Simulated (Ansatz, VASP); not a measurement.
# Two plane-wave programs on AlV2C

File POSCAR:

```
AlV2C
1.0
    2.8875990726      0.0000000000      0.0000000000
   -1.4437995363      2.5007341528      0.0000000000
    0.0000000000      0.0000000000     13.1048231100
V Al C
4 2 2
Direct
    0.3333333333      0.6666666667      0.9136157800
    0.6666666667      0.3333333333      0.0863842200
    0.6666666667      0.3333333333      0.4136157800
    0.3333333333      0.6666666667      0.5863842200
    0.6666666667      0.3333333333      0.7500000000
    0.3333333333      0.6666666667      0.2500000000
    0.0000000000      0.0000000000      0.5000000000
    0.0000000000      0.0000000000      0.0000000000
```

File INCAR.step1:

```
  ALGO = Normal
  EDIFF = 1E-4
  ENCUT = 520
  GGA = PE
  ISMEAR = -1
  ISPIN = 2
  LASPH = T
  LCHARG = F
  LMAXMIX = 4
  LREAL = F
  LWAVE = T
  MAGMOM = 2 2 2 2 0 0 0 0
  NBANDS = 47
  NELM = 150
  PREC = Accurate
  SIGMA = 0.05
```

File INCAR.step2:

```
  ALGO = Normal
  EDIFF = 1E-6
  ENCUT = 520
  ISIF = 2
  ISMEAR = -1
  ISPIN = 2
  ISTART = 1
  LASPH = T
  LCHARG = T
  LELF = T
  LMAXMIX = 4
  LMIXTAU = T
  LORBIT = 11
  LREAL = F
  LVHAR = T
  LWAVE = F
  MAGMOM = 2 2 2 2 0 0 0 0
  METAGGA = R2SCAN
  NBANDS = 47
  NELM = 150
  PREC = Accurate
  SIGMA = 0.05
```

KPOINTS

```
k-points
0
Gamma
  11 11 2
```

input.yaml

```yaml
crystal:
  lattice:
    - [2.8875990726, 0.0, 0.0]
    - [-1.4437995363, 2.5007341528, 0.0]
    - [0.0, 0.0, 13.10482311]
  atoms:
    - { symbol: V, position: [0.3333333333, 0.6666666667, 0.91361578], spin: 2.0 }
    - { symbol: V, position: [0.6666666667, 0.3333333333, 0.08638422], spin: 2.0 }
    - { symbol: V, position: [0.6666666667, 0.3333333333, 0.41361578], spin: 2.0 }
    - { symbol: V, position: [0.3333333333, 0.6666666667, 0.58638422], spin: 2.0 }
    - { symbol: Al, position: [0.6666666667, 0.3333333333, 0.75] }
    - { symbol: Al, position: [0.3333333333, 0.6666666667, 0.25] }
    - { symbol: C, position: [0.0, 0.0, 0.5] }
    - { symbol: C, position: [0.0, 0.0, 0.0] }
hamiltonian:
  xc: r2scan
  pseudopotentials: { kind: paw }
magnetization:
  spin_polarized: true
kpoints:
  mp_grid: { grid: [11, 11, 2] }
  band_path:
    path:
      - [[0.0, 0.0, 0.0], [0.5, 0.0, 0.0], [0.3333333333, 0.3333333333, 0.0], [0.0, 0.0, 0.0], [0.0, 0.0, 0.5], [0.5, 0.0, 0.5], [0.3333333333, 0.3333333333, 0.5], [0.0, 0.0, 0.5]]
      - [[0.5, 0.0, 0.5], [0.5, 0.0, 0.0]]
      - [[0.3333333333, 0.3333333333, 0.0], [0.3333333333, 0.3333333333, 0.5]]
    npoints: 10
scf:
  occupations: { method: fermi_dirac, width: 0.05 }
  n_extra_bands: 20
output:
  forces: true
  stress: true
  eigenvalues: true
  fatbands: true
```

Alike in both runs: functional r2SCAN; k mesh 11 × 11 × 2; occupations fermi-dirac, width 0.05 eV; collinear spin.

|  | VASP | Ansatz |
| --- | --- | --- |
| version | VASP 6.6.1 | Ansatz 0.2.0 |
| potentials or method | VASP PAW PBE potentials, release 64 (V_sv, Al, C) | Ansatz PAW |
| plane-wave cutoff (eV) | 520 | 500 |
| valence electrons in the cell | 66 | 66 |
| task | single point | band structure |

Ansatz gave:

| Quantity | Value |
| --- | --- |
| gap on the k mesh at the Fermi level (eV) | none |
| pressure (GPa) | -0.8 |
| traceless stress, the component that is largest in VASP (GPa) | 0.25 |
| rms of the force components (eV/Å) | 0.091 |
| net moment per atom (μB) | 0.00 |

Estimate VASP's values.

gap on the k mesh at the Fermi level (eV): none; pressure (GPa): -0.4; traceless stress, the component that is largest in VASP (GPa): 0.23; rms of the force components (eV/Å): 0.051; net moment per atom (μB): 0.00.

VASP's potentials were made for PBE, not for r2SCAN. Atom by atom the forces differ by 0.040 eV/Å (rms over components). A gap of «none» marks a metal or a gap that the smearing closes. The functional is the same, so the differences come from potentials, cutoffs and numerics.

Noted on Ansatz's run: the magnetic or orbital state may not be the lowest.
